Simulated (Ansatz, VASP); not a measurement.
**Co: VASP beside Ansatz**

```
CELL_PARAMETERS angstrom
-2.81449 2.44941 1.18848
2.44941 -2.81449 1.18848
2.05628 2.05628 -1.85713
ATOMIC_POSITIONS crystal
Co 0.98866 0.01134 0.00000
Co 0.76134 0.23866 0.50000
```

Alike in both runs: task single point; functional revPBE; k mesh 21 × 21 × 14; occupations fermi-dirac, width 0.1 eV; no spin polarisation.

```csv
,VASP,Ansatz
version,VASP 6.6.1,Ansatz 0.2.0
potentials or method,"VASP PAW PBE potentials, release 64 (Co), cutoff 520 eV","plane waves (420 eV) with PAW, scalar-relativistic"
valence electrons in the cell,18,34
```

```tsv
	VASP	Ansatz	Ansatz less VASP
pressure (GPa)	-0.6	0.0	+0.59
traceless stress, the component that is largest in VASP (GPa)	-0.14	-0.03	+0.110
```

VASP's potentials were made for PBE, not for revPBE. With one functional, cell and mesh, what is left measures potentials, basis and numerics. VASP's potentials hold 18 valence electrons a cell and Ansatz's 34, so a difference there can come from the potentials and not from the codes.
